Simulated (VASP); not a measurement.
# Ru (P6_3/mmc) in VASP: notebook

Aim: see how the results for Ru move with the level of theory and the settings. Levels: BLYP, LDA, PBEsol, revPBE. Tasks: single point.

All numbers are computed with VASP 6.6.1; they aren't measurements. Logs are shortened: lines on timing, memory, paths and dates and some standing lists are left out, and cuts for length are marked.

### 1 The cell of the first run

It takes space group P6_3/mmc (No. 194, hexagonal). The conventional cell has a = 2.688 Å, b = 2.688 Å, c = 4.253 Å, α = 90.00°, β = 90.00°, γ = 120.00°. Ru (site symmetry -6m2) has 12 Ru at 2.63 to 2.69 Å within 3.5 Å.

### 2 Single point, BLYP

INCAR

```
PREC = Accurate ; ENCUT = 520
EDIFF = 1E-6 ; ISMEAR = -1
SIGMA = 0.05 ; LREAL = False
LASPH = True ; NELM = 80
ALGO = Fast ; ISIF = 2
LWAVE = False ; LCHARG = False
GGA = B5 ; ALDAX = 1.0
AGGAX = 1.0 ; AGGAC = 1.0
ALDAC = 0.0 ; NBANDS = 21
```

KPOINTS

```
Automatic mesh
0
Gamma
  11 11 6
```

POSCAR

```
Ru
1.0
    2.6876397213      0.0000000000      0.0000000000
   -1.3438198606      2.3275642749      0.0000000000
    0.0000000000      0.0000000000      4.2531615502
Ru
2
Direct
    0.6666666667      0.3333333333      0.7500000000
    0.3333333333      0.6666666667      0.2500000000
```

Potentials or basis: VASP PAW PBE potentials, release 64 (Ru_pv).

Started as:

```sh
$ cat potpaw_PBE.64/Ru_pv/POTCAR > POTCAR
$ mpirun -np 1 vasp_std > vasp.out
```

OUTCAR:

```text
PREC = Accurate
   ENCUT = 520
   EDIFF = 1E-6
   ISMEAR = -1
   LREAL = False
   LASPH = True
   NELM = 80
   ISIF = 2
   GGA = B5

 ion  position               nearest neighbor table
   1  0.667  0.333  0.750-   2 2.63   2 2.63   2 2.63   2 2.63   2 2.63   2 2.63
   2  0.333  0.667  0.250-   1 2.63   1 2.63   1 2.63   1 2.63   1 2.63   1 2.63

  LATTYP: Found a hexagonal cell.
 ALAT       =     2.6876397213
 C/A-ratio  =     1.5824894671

  Lattice vectors:

 A1 = (   2.6876397213,   0.0000000000,   0.0000000000)
 A2 = (  -1.3438198606,   2.3275642749,   0.0000000000)
 A3 = (   0.0000000000,   0.0000000000,   4.2531615502)

Analysis of symmetry for initial positions (statically):
=====================================================================
 Subroutine PRICEL returns:
 Original cell was already a primitive cell.

 Routine SETGRP: Setting up the symmetry group for a
 hexagonal supercell.

 Subroutine GETGRP returns: Found 24 space group operations
 (whereof 12 operations were pure point group operations)
 out of a pool of 24 trial point group operations.

The static configuration has the point symmetry D_3d.
 The point group associated with its full space group is D_6h.

Analysis of symmetry for dynamics (positions and initial velocities):
=====================================================================
 Subroutine PRICEL returns:
 Original cell was already a primitive cell.

 Routine SETGRP: Setting up the symmetry group for a
 hexagonal supercell.

 Subroutine GETGRP returns: Found 24 space group operations
 (whereof 12 operations were pure point group operations)
 out of a pool of 24 trial point group operations.

The dynamic configuration has the point symmetry D_3d.
 The point group associated with its full space group is D_6h.

 Subroutine INISYM returns: Found 24 space group operations
 (whereof 12 operations are pure point group operations),
 and found     1 'primitive' translations

----------------------------------------------------------------------------------------

                                     Primitive cell

  volume of cell :      26.6063

  direct lattice vectors                    reciprocal lattice vectors
     2.687639721  0.000000000  0.000000000     0.372073679  0.214816839  0.000000000
    -1.343819861  2.327564275  0.000000000     0.000000000  0.429633678  0.000000000
     0.000000000  0.000000000  4.253161550     0.000000000  0.000000000  0.235119214

  length of vectors
     2.687639721  2.687639721  4.253161550     0.429633678  0.429633678  0.235119214

  position of ions in fractional coordinates (direct lattice)
     0.666666667  0.333333333  0.750000000
     0.333333333  0.666666667  0.250000000

  ion indices of the primitive-cell ions
   primitive index   ion index
                 1           1
                 2           2

----------------------------------------------------------------------------------------

 KPOINTS: Automatic mesh

Automatic generation of k-mesh.
 Grid dimensions read from file:
 generate k-points for:   11   11    6

 Generating k-lattice:

  Cartesian coordinates                     Fractional coordinates (reciprocal lattice)
     0.033824880  0.019528804  0.000000000     0.090909091  0.000000000  0.000000000
     0.000000000  0.039057607  0.000000000     0.000000000  0.090909091  0.000000000
     0.000000000  0.000000000  0.039186536     0.000000000  0.000000000  0.166666667

  Length of vectors
     0.039057607  0.039057607  0.039186536

  Shift w.r.t. Gamma in fractional coordinates (k-lattice)
     0.000000000  0.000000000  0.000000000

 Subroutine IBZKPT returns following result:
 ===========================================

 Found     64 irreducible k-points:

 Following reciprocal coordinates:
            Coordinates               Weight
  0.000000  0.000000  0.000000      1.000000
  0.090909 -0.000000  0.000000      6.000000
  0.181818 -0.000000  0.000000      6.000000
  0.272727  0.000000  0.000000      6.000000
  0.363636 -0.000000  0.000000      6.000000
  0.454545  0.000000  0.000000      6.000000
[... 16 lines left out ...]
  0.090909  0.090909  0.166667     12.000000
  0.181818  0.090909  0.166667     24.000000
 [... further k-points ...]
   k-points           NKPTS =     64   k-points in BZ     NKDIM =     64   number of bands    NBANDS=     21
   number of dos      NEDOS =    301   number of ions     NIONS =      2
   total plane-waves  NPLWV =  12800
   dimension x,y,z NGX =    20 NGY =   20 NGZ =   32
   dimension x,y,z NGXF=    40 NGYF=   40 NGZF=   64
   ions per type =               2
   NGX,Y,Z   is equivalent  to a cutoff of  12.37, 12.37, 12.51 a.u.
   NGXF,Y,Z  is equivalent  to a cutoff of  24.74, 24.74, 25.02 a.u.
 SYSTEM =  unknown system
   PREC   = accura    normal or accurate (medium, high low for compatibility)
   ISTART =      0    job   : 0-new  1-cont  2-samecut
   ICHARG =      2    charge: 1-file 2-atom 10-const
   ISPIN  =      1    spin polarized calculation?
   LNONCOLLINEAR =      F non collinear calculations
   LSORBIT =      F    spin-orbit coupling
   LASPH  =      T    aspherical Exc in radial PAW
   ENCUT  =  520.0 eV  38.22 Ry    6.18 a.u.   5.00  5.00  7.91*2*pi/ulx,y,z
   NELM   =     80;   NELMIN=  2; NELMDL= -5     # of ELM steps
   EDIFF  = 0.1E-05   stopping-criterion for ELM
   LREAL  =      F    real-space projection
   EDIFFG = 0.1E-04   stopping-criterion for IOM
   NSW    =      0    number of steps for IOM
   IBRION =     -1    ionic relax: 0-MD 1-quasi-New 2-CG
   NFREE  =      0    steps in history (QN), initial steepest desc. (CG)
   ISIF   =      2    stress and relaxation
   ISYM   =      2    0-nonsym 1-usesym 2-fastsym
   POTIM  = 0.5000    time-step for ionic-motion
   TEBEG  =    0.0;   TEEND  =   0.0 temperature during run
   PSTRESS=    0.0 pullay stress
   NELECT =      28.0000    total number of electrons
   NUPDOWN=      -1.0000    fix difference up-down
   EMIN   =  10.00;   EMAX   =-10.00  energy-range for DOS
   EFERMI =   0.00;   METHOD = LEGACY
   ISMEAR =    -1;   SIGMA  =   0.05  broadening in eV -4-tet -1-fermi 0-gaus
   EFERMI_NEDOS =   21; number of points for ismear=-14 and -15
   IALGO  =     68    algorithm
   IMIX   =      4    mixing-type and parameters
     AMIX     =   0.40;   BMIX     =  1.00
     AMIX_MAG =   1.60;   BMIX_MAG =  1.00
  volume/ion in A,a.u.               =      13.30        89.77
  Fermi-wavevector in a.u.,A,eV,Ry     =   1.665198  3.146769 37.727398  2.772886
  Thomas-Fermi vector in A             =   2.751610
   LORBIT       =      0    0 simple, 1 ext, 2 COOP (PROOUT), +10 PAW based schemes
   GGA     = B5    functional components
   LHFCALC =     F    Hartree Fock is set to
   AEXX    =    0.0000 exact exchange contribution
   IVDW    =     0    specifies the selected vdW correction
   LEPSILON=     F    determine dielectric tensor
   LRPA    =     F    only Hartree local field effects (RPA)
 non-spin polarized calculation
 RMM-DIIS sequential band-by-band and
  energy-cutoff  :      520.00
  volume of cell :       26.61
 maximum number of plane-waves:       733
 NGX is ok and might be reduce to    20
   NGX =  9   NGY =  9   NGZ = 15

 number of electron      27.9999997 magnetization

 Free energy of the ion-electron system (eV)
  ---------------------------------------------------
  ext. energy  EPLUGINS =         0.00000000
  ---------------------------------------------------
  free energy    TOTEN  =       -15.66637401 eV

  energy without entropy =      -15.65011818  energy(sigma->0) =      -15.65824610

 E-fermi :  13.6929     XC(G=0): -13.5719

 val. band max:       13.6533112432   @ k =   0.2727   0.0000   0.0000
 cond. band min:      13.6935701015   @ k =   0.2727   0.1818   0.0000
 fundamental gap:      0.0402588584
 Fermi energy:        13.6929289186

 k-point     1 :       0.0000    0.0000    0.0000
  band No.  band energies     occupation
      1     -29.8339      2.00000
      2     -28.8295      2.00000
      3     -28.8295      2.00000
      4     -28.6461      2.00000
      5     -28.6461      2.00000
      6     -28.5997      2.00000
[... 13 lines left out ...]
     20      23.8760      0.00000
     21      24.4299      0.00000

 k-point     2 :       0.0909   -0.0000    0.0000
  band No.  band energies     occupation
      1     -29.8038      2.00000
      2     -28.8938      2.00000
      3     -28.8512      2.00000
      4     -28.7130      2.00000
      5     -28.6549      2.00000
      6     -28.6138      2.00000
[... 13 lines left out ...]
     20      23.8760      0.00000
     21      24.3845      0.00000

 k-point     3 :       0.1818   -0.0000    0.0000
  band No.  band energies     occupation
      1     -29.7180      2.00000
      2     -29.0663      2.00000
      3     -28.9071      2.00000
      4     -28.8883      2.00000
      5     -28.6803      2.00000
      6     -28.6563      2.00000
[... 13 lines left out ...]
     20      23.8758      0.00000
     21      24.2413      0.00000

 k-point     4 :       0.2727    0.0000    0.0000
  band No.  band energies     occupation
      1     -29.5910      2.00000
      2     -29.2920      2.00000
      3     -29.1088      2.00000
      4     -28.9770      2.00000
      5     -28.7264      2.00000
      6     -28.7162      2.00000
[... 13 lines left out ...]
     20      23.8754      0.00000
     21      24.0676      0.00000

 k-point     5 :       0.3636   -0.0000    0.0000
  band No.  band energies     occupation
      1     -29.4986      2.00000
      2     -29.4475      2.00000
      3     -29.3034      2.00000
      4     -29.0389      2.00000
      5     -28.8174      2.00000
      6     -28.7508      2.00000
[... 13 lines left out ...]
     20      24.2876      0.00000
     21      25.0003      0.00000

 k-point     6 :       0.4545    0.0000    0.0000
  band No.  band energies     occupation
      1     -29.6207      2.00000
      2     -29.4159      2.00000
      3     -29.3335      2.00000
      4     -29.0748      2.00000
      5     -28.8999      2.00000
      6     -28.7719      2.00000
[... 13 lines left out ...]
     20      25.0044      0.00000
     21      25.8455      0.00000

 k-point     7 :       0.0909    0.0909    0.0000
  band No.  band energies     occupation
      1     -29.7458      2.00000
      2     -28.9982      2.00000
      3     -28.9233      2.00000
      4     -28.8048      2.00000
      5     -28.6821      2.00000
      6     -28.6421      2.00000
[... 13 lines left out ...]
     20      23.8759      0.00000
     21      24.2914      0.00000
[... 291 lines left out ...]
      1     -29.5889      2.00000
      2     -29.2396      2.00000
      3     -29.1535      2.00000
      4     -28.9598      2.00000
      5     -28.7372      2.00000
      6     -28.7340      2.00000
[... 13 lines left out ...]
     20      23.8755      0.00000
     21      25.8607      0.00000

 k-point    21 :       0.3636   -0.0000    0.1667
  band No.  band energies     occupation
      1     -29.6033      2.00000
      2     -29.3855      2.00000
      3     -29.2672      2.00000
      4     -29.0199      2.00000
      5     -28.8083      2.00000
      6     -28.7705      2.00000
[... 13 lines left out ...]
     20      25.1759      0.00000
     21      26.3762      0.00000

 k-point    22 :       0.4545    0.0000    0.1667
  band No.  band energies     occupation
      1     -29.6816      2.00000
      2     -29.4853      2.00000
      3     -29.2258      2.00000
      4     -29.0549      2.00000
      5     -28.8730      2.00000
      6     -28.7926      2.00000
[... 13 lines left out ...]
     20      24.6163      0.00000
     21      25.9538      0.00000

 k-point    23 :       0.0909    0.0909    0.1667
  band No.  band energies     occupation
      1     -29.6851      2.00000
      2     -28.9766      2.00000
      3     -28.9284      2.00000
      4     -28.8449      2.00000
      5     -28.6966      2.00000
      6     -28.6709      2.00000
[... 13 lines left out ...]
     20      23.8758      0.00000
     21      25.7328      0.00000

 k-point    24 :       0.1818    0.0909    0.1667
  band No.  band energies     occupation
      1     -29.6102      2.00000
      2     -29.1494      2.00000
      3     -29.0971      2.00000
      4     -28.9290      2.00000
      5     -28.7457      2.00000
      6     -28.7081      2.00000
[... 13 lines left out ...]
     20      23.8756      0.00000
     21      25.8482      0.00000

 [... further k-points ...]
[... 5 lines left out ...]
  --------------------------------------------------------------------------------------
  -------------------------------------------------------------------------------------
  Total        4.5092832      4.5092832      4.6121318      0.0000000      0.0000000      0.0000000
  in kB      271.5397949    271.5397949    277.7331246      0.0000000      0.0000000      0.0000000
  external PRESSURE =     273.6042381 kB  Pullay stress =       0.0000000 kB

 VOLUME and BASIS-vectors are now :
 -----------------------------------------------------------------------------
  energy-cutoff  :      520.00
  volume of cell :       26.61
      direct lattice vectors                 reciprocal lattice vectors
     2.687639721  0.000000000  0.000000000     0.372073679  0.214816839  0.000000000
    -1.343819861  2.327564275  0.000000000     0.000000000  0.429633678  0.000000000
     0.000000000  0.000000000  4.253161550     0.000000000  0.000000000  0.235119214

 POSITION                                       TOTAL-FORCE (eV/Angst)
 -----------------------------------------------------------------------------------
      1.34382      0.77585      3.18987        -0.000000      0.000000      0.000000
     -0.00000      1.55171      1.06329         0.000000      0.000000      0.000000
 -----------------------------------------------------------------------------------
    total drift:                               -0.000000      0.000000     -0.000000

  FREE ENERGIE OF THE ION-ELECTRON SYSTEM (eV)
  ---------------------------------------------------
  free  energy   TOTEN  =       -15.6663740130 eV

  energy  without entropy=      -15.6501181804  energy(sigma->0) =      -15.65824610
```

Wall time 31 s (1 thread of Intel Xeon Platinum 8259CL at 2.50GHz (Skylake/Cascade Lake), shared host); peak memory 0.15 GiB.

Results:

| Item | Value |
| --- | --- |
| Free energy | -15.6664 eV |
| Pressure | 27.4 GPa |
| Band gap on the k mesh | zero (band 14 reaches 15.28 eV, above the bottom of band 15 at 12.12 eV) |

Stress tensor (GPa, compression positive):
```
27.15  0.00  0.00
 0.00 27.15  0.00
 0.00  0.00 27.77
```

Levels at points of the mesh, in eV from the Fermi level:
```tsv
k point	band 10	band 11	band 12	band 13	band 14	band 15	band 16	band 17	band 18	band 19
(0.00, 0.00, 0.00)	-2.62	-2.44	-1.92	-1.92	-1.39	-1.39	1.27	1.27	1.70	10.15
(0.00, 0.00, 0.50)	-2.79	-2.79	-2.79	-2.61	-2.61	0.61	0.61	0.61	0.61	10.18
```

Caveat: the PAW data sets were made with another functional, which shifts forces and pressure a little.

### 3 Single point, LDA

This run uses another cell than the first one, of 13.57 Å³/atom, 1.020 times its volume.

INCAR

```
PREC = Accurate
ENCUT = 520
EDIFF = 1E-6
ISMEAR = -1
SIGMA = 0.05
LREAL = F
LASPH = T
NELM = 60
ALGO = Normal
ISIF = 2
LWAVE = F
LCHARG = F
NBANDS = 21
```

KPOINTS is that of step 2.

POSCAR

```
Ru
1.0
    2.7058000000      0.0000000000      0.0000000000
   -1.3529000000      2.3432915376      0.0000000000
    0.0000000000      0.0000000000      4.2819000000
Ru
2
Direct
    0.6666666667      0.3333333333      0.7500000000
    0.3333333333      0.6666666667      0.2500000000
```

Potentials or basis: VASP PAW LDA potentials, release 64 (Ru_pv).

Started as:

```sh
$ cat potpaw_LDA.64/Ru_pv/POTCAR > POTCAR
$ mpirun -np 1 vasp_std > vasp.out
```

OUTCAR:

```text
PREC = Accurate
   ENCUT = 520
   EDIFF = 1E-6
   ISMEAR = -1
   LREAL = F
   LASPH = T
   NELM = 60
   ISIF = 2

 ion  position               nearest neighbor table
   1  0.667  0.333  0.750-   2 2.65   2 2.65   2 2.65   2 2.65   2 2.65   2 2.65
   2  0.333  0.667  0.250-   1 2.65   1 2.65   1 2.65   1 2.65   1 2.65   1 2.65

  LATTYP: Found a hexagonal cell.
 ALAT       =     2.7058000000
 C/A-ratio  =     1.5824894671

  Lattice vectors:

 A1 = (   2.7058000000,   0.0000000000,   0.0000000000)
 A2 = (  -1.3529000000,   2.3432915376,   0.0000000000)
[... 191 lines left out ...]
      5     -29.6425      2.00000
      6     -29.6024      2.00000
[... 565 lines left out ...]
     20      22.6710      0.00000
     21      24.3829      0.00000

 [... further k-points ...]
[... 5 lines left out ...]
  --------------------------------------------------------------------------------------
  -------------------------------------------------------------------------------------
  Total       -1.8899630     -1.8899630     -2.0222742      0.0000000      0.0000000      0.0000000
  in kB     -111.5335038   -111.5335038   -119.3416657      0.0000000      0.0000000      0.0000000
  external PRESSURE =    -114.1362244 kB  Pullay stress =       0.0000000 kB

 VOLUME and BASIS-vectors are now :
 -----------------------------------------------------------------------------
  energy-cutoff  :      520.00
  volume of cell :       27.15
      direct lattice vectors                 reciprocal lattice vectors
     2.705800000  0.000000000  0.000000000     0.369576465  0.213375072  0.000000000
    -1.352900000  2.343291538  0.000000000     0.000000000  0.426750144  0.000000000
     0.000000000  0.000000000  4.281900000     0.000000000  0.000000000  0.233541185

 POSITION                                       TOTAL-FORCE (eV/Angst)
 -----------------------------------------------------------------------------------
      1.35290      0.78110      3.21143         0.000000     -0.000000      0.000000
     -0.00000      1.56219      1.07048        -0.000000      0.000000      0.000000
 -----------------------------------------------------------------------------------
    total drift:                               -0.000000      0.000000     -0.000000

  FREE ENERGIE OF THE ION-ELECTRON SYSTEM (eV)
  ---------------------------------------------------
  free  energy   TOTEN  =       -21.3539245355 eV

  energy  without entropy=      -21.3371125209  energy(sigma->0) =      -21.34551853
```

OSZICAR:

```text
N       E                     dE             d eps       ncg     rms          rms(c)
DAV:   1     0.288516715322E+03    0.28852E+03   -0.17581E+04  2688   0.148E+03
DAV:   2    -0.168904813971E+02   -0.30541E+03   -0.29592E+03  2758   0.447E+02
DAV:   3    -0.228085265773E+02   -0.59180E+01   -0.58746E+01  3153   0.698E+01
DAV:   4    -0.228523106587E+02   -0.43784E-01   -0.43723E-01  3450   0.574E+00
DAV:   5    -0.228528139569E+02   -0.50330E-03   -0.50106E-03  3027   0.537E-01    0.184E+01
DAV:   6    -0.214485051911E+02    0.14043E+01   -0.32510E+00  3083   0.172E+01    0.463E+00
DAV:   7    -0.213650519101E+02    0.83453E-01   -0.43511E-01  3068   0.453E+00    0.103E+00
DAV:   8    -0.213552271502E+02    0.98248E-02   -0.17506E-02  2928   0.115E+00    0.432E-01
DAV:   9    -0.213539015335E+02    0.13256E-02   -0.13506E-03  3013   0.400E-01    0.316E-02
DAV:  10    -0.213539246899E+02   -0.23156E-04   -0.40118E-05  3053   0.659E-02    0.136E-02
DAV:  11    -0.213539245355E+02    0.15446E-06   -0.80739E-06  3003   0.267E-02
   1 F= -.21353925E+02 E0= -.21345519E+02  d E =-.168120E-01
```

stdout:

```text
POSCAR found type information on POSCAR Ru
 POSCAR found :  1 types and       2 ions
 scaLAPACK will be used
 LDA part: xc-table for (Slater(with rela. corr.)+CA(PZ))
 , standard interpolation
 POSCAR, INCAR and KPOINTS ok, starting setup
 FFT: planning ... GRIDC
 FFT: planning ... GRID_SOFT
 FFT: planning ... GRID
 WAVECAR not read
 entering main loop
```

It took 18 s on 1 thread of Intel Xeon Platinum 8259CL at 2.50GHz (Skylake/Cascade Lake), shared host; peak memory 0.14 GiB.

Results:

* Free energy: -21.3539 eV
* Pressure: -11.4 GPa
* Band gap on the k mesh: zero (band 14 reaches 14.20 eV, above the bottom of band 15 at 11.12 eV)

[end of part 1 of 2]
